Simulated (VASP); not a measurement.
Input of a VASP 6.6.1 run:

File INCAR:

```
SYSTEM = In3BiP2
PREC = Accurate
ENCUT = 520
EDIFF = 1E-6
ISMEAR = -1
SIGMA = 0.02
LREAL = .FALSE.
LASPH = .TRUE.
NELM = 80
ALGO = Normal
ISIF = 2
LWAVE = .FALSE.
LCHARG = .TRUE.
GGA = PE
LELF = .TRUE.
LVHAR = .TRUE.
NBANDS = 41
```

KPOINTS

```
Automatic mesh
0
G
  6 6 2
  0 0 0
```

File POSCAR:

```
In3BiP2
1.0
    4.3148656614      0.0000000000      0.0000000000
   -2.1574328307      3.7367832767      0.0000000000
    0.0000000000      0.0000000000     10.7036739486
P Bi In
2 1 3
Direct
    0.0000000000      0.0000000000      0.0146825209
    0.3333333333      0.6666666667      0.3221155068
    0.6666666667      0.3333333333      0.6606754590
    0.3333333333      0.6666666667      0.0834792451
    0.6666666667      0.3333333333      0.3893527818
    0.0000000000      0.0000000000      0.7796944864
```

Potentials or basis: VASP PAW PBE potentials, release 64 (P, Bi_d, In_d).

The run is started by

```console
$ cat potpaw_PBE.64/P/POTCAR potpaw_PBE.64/Bi_d/POTCAR potpaw_PBE.64/In_d/POTCAR > POTCAR
$ mpirun -np 1 vasp_std > vasp.out
```

Q: What does it give for the band gap on the k mesh?

A: 0.07 eV (least direct gap 0.20 eV).

Q: What does it give for the largest force?

A: 0.187 eV/Å.

Q: Estimate the pressure.

A: 3.3 GPa.

Forces on the atoms (eV/Å):
```
P    0.000  0.000  0.084
P    0.000  0.000  0.083
Bi   0.000  0.000 -0.187
In   0.000  0.000 -0.068
In   0.000  0.000  0.020
In   0.000  0.000  0.069
```

Caveat: the cell stands under pressure; spin-orbit coupling is left out, which moves the levels of the heavy elements. A k mesh can miss the band edges.
